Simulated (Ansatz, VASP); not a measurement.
**BN in VASP and in Ansatz**

The input INCAR:

```
SYSTEM = BN
ALGO = Normal
EDIFF = 1E-6
ENCUT = 520
GGA = PS
GGA_COMPAT = .False.
ISIF = 2
ISMEAR = 0
LASPH = .True.
LCHARG = .False.
LORBIT = 11
LORBMOM = .True.
LREAL = .False.
LSORBIT = .True.
LWAVE = .False.
MAGMOM = 0 0 0 0 0 0 0 0 0 0 0 0
NBANDS = 30
NELM = 150
PREC = Accurate
SIGMA = 0.01
```

File KPOINTS:

```
k-points
0
Gamma
  9 9 6
  0 0 0
```

File POSCAR:

```
BN
1.0
    2.5405605600      0.0000000000      0.0000000000
   -1.2702802800      2.2001899848      0.0000000000
    0.0000000000      0.0000000000      4.2026543224
B N
2 2
Direct
    0.3333333333      0.6666666667     -0.0002373567
    0.6666666667      0.3333333333      0.4997626433
    0.3333333333      0.6666666667      0.3742373567
    0.6666666667      0.3333333333      0.8742373567
```

Input for Ansatz:

```yaml
crystal:
  lattice:
    - [2.54056056, 0.0, 0.0]
    - [-1.27028028, 2.2001899848, 0.0]
    - [0.0, 0.0, 4.2026543224]
  atoms:
    - { symbol: B, position: [0.3333333333, 0.6666666667, -0.0002373567] }
    - { symbol: B, position: [0.6666666667, 0.3333333333, 0.4997626433] }
    - { symbol: "N", position: [0.3333333333, 0.6666666667, 0.3742373567] }
    - { symbol: "N", position: [0.6666666667, 0.3333333333, 0.8742373567] }
basis:
  ecutwfc: 420
kpoints:
  mp_grid: { grid: [9, 9, 6] }
  band_path:
    path:
      - [0.0, 0.0, 0.0]
      - [0.0, 0.0, 0.0]
      - [0.0, 0.0, 0.0]
      - [0.0, 0.0, 0.0]
      - [0.0, 0.0, 0.0]
      - [0.0, 0.0, 0.0]
      - [0.0, 0.0, 0.0]
      - [0.0, 0.0, 0.0]
      - [0.0, 0.0, 0.0]
      - [0.0, 0.0, 0.0]
      - [0.0, 0.0, 0.0]
      - [0.0, 0.0, 0.0]
      - [0.0, 0.0, 0.0]
      - [0.0, 0.0, 0.0]
      - [0.0, 0.0, 0.0]
      - [0.0, 0.0, 0.0]
      - [0.0, 0.0, 0.0]
      - [0.0, 0.0, 0.0]
      - [0.0, 0.0, 0.0]
      - [0.0, 0.0, 0.0]
      - [0.0, 0.0, 0.0]
      - [0.0, 0.0, 0.0]
      - [0.0, 0.0, 0.0]
      - [0.0, 0.0, 0.0]
      - [0.0, 0.0, 0.0]
      - [0.0, 0.0, 0.0]
      - [0.3, 0.0, 0.0]
      - [0.3166666667, 0.0, 0.0]
      - [0.3333333333, 0.0, 0.0]
      - [0.35, 0.0, 0.0]
      - [0.3666666667, 0.0, 0.0]
      - [0.3833333333, 0.0, 0.0]
      - [0.4, 0.0, 0.0]
      - [0.4166666667, 0.0, 0.0]
      - [0.4333333333, 0.0, 0.0]
      - [0.45, 0.0, 0.0]
      - [0.4666666667, 0.0, 0.0]
      - [0.4833333333, 0.0, 0.0]
      - [0.5, 0.0, 0.0]
      - [0.5, 0.0, 0.0]
      - [0.5, 0.0, 0.0416666667]
      - [0.5, 0.0, 0.0833333333]
      - [0.5, 0.0, 0.125]
      - [0.5, 0.0, 0.1666666667]
      - [0.5, 0.0, 0.2083333333]
      - [0.5, 0.0, 0.25]
      - [0.5, 0.0, 0.2916666667]
      - [0.5, 0.0, 0.3333333333]
      - [0.5, 0.0, 0.375]
      - [0.5, 0.0, 0.4166666667]
      - [0.5, 0.0, 0.4583333333]
      - [0.5, 0.0, 0.5]
      - [0.3333333333, 0.3333333333, 0.0]
      - [0.3333333333, 0.3333333333, 0.0]
      - [0.3333333333, 0.3333333333, 0.0]
      - [0.3333333333, 0.3333333333, 0.0]
      - [0.3333333333, 0.3333333333, 0.0]
      - [0.3333333333, 0.3333333333, 0.0]
      - [0.3333333333, 0.3333333333, 0.0]
      - [0.3333333333, 0.3333333333, 0.0]
      - [0.3333333333, 0.3333333333, 0.0]
      - [0.3333333333, 0.3333333333, 0.0]
      - [0.3333333333, 0.3333333333, 0.0]
      - [0.3333333333, 0.3333333333, 0.0]
      - [0.3333333333, 0.3333333333, 0.0]
      - [0.0, 0.0, 0.5]
      - [0.0, 0.0, 0.5]
      - [0.0, 0.0, 0.5]
      - [0.0, 0.0, 0.5]
      - [0.0, 0.0, 0.5]
      - [0.0, 0.0, 0.5]
      - [0.0, 0.0, 0.5]
      - [0.0, 0.0, 0.5]
      - [0.0, 0.0, 0.5]
      - [0.0, 0.0, 0.5]
      - [0.0, 0.0, 0.5]
      - [0.0, 0.0, 0.5]
      - [0.0, 0.0, 0.5]
    npoints: 1
hamiltonian:
  xc: pbesol
  pseudopotentials: { kind: paw_fr, azcp: { folder: soft_1 } }
scf:
  occupations: { method: fixed }
  n_extra_bands: 12
output:
  eigenvalues: true
magnetization:
  noncollinear: true
  spin_orbit: true
```

Alike in both runs: task single point; functional PBEsol; k mesh 9 × 9 × 6; non-collinear spin, spin-orbit coupling.

|  | VASP | Ansatz |
| --- | --- | --- |
| version | VASP 6.6.1 | Ansatz 0.2.0 |
| potentials or method | VASP PAW PBE potentials, release 64 (B, N), cutoff 520 eV | plane waves, PAW |
| occupations | gaussian, width 0.01 eV | fixed |
| valence electrons in the cell | 16 | 16 |

|  | VASP | Ansatz | Ansatz less VASP |
| --- | --- | --- | --- |
| net moment per atom (μB) | 0.00 | 0.00 | 0.000 |

VASP's potentials were made for PBE, not for PBEsol, and Ansatz warns of the same on its side.
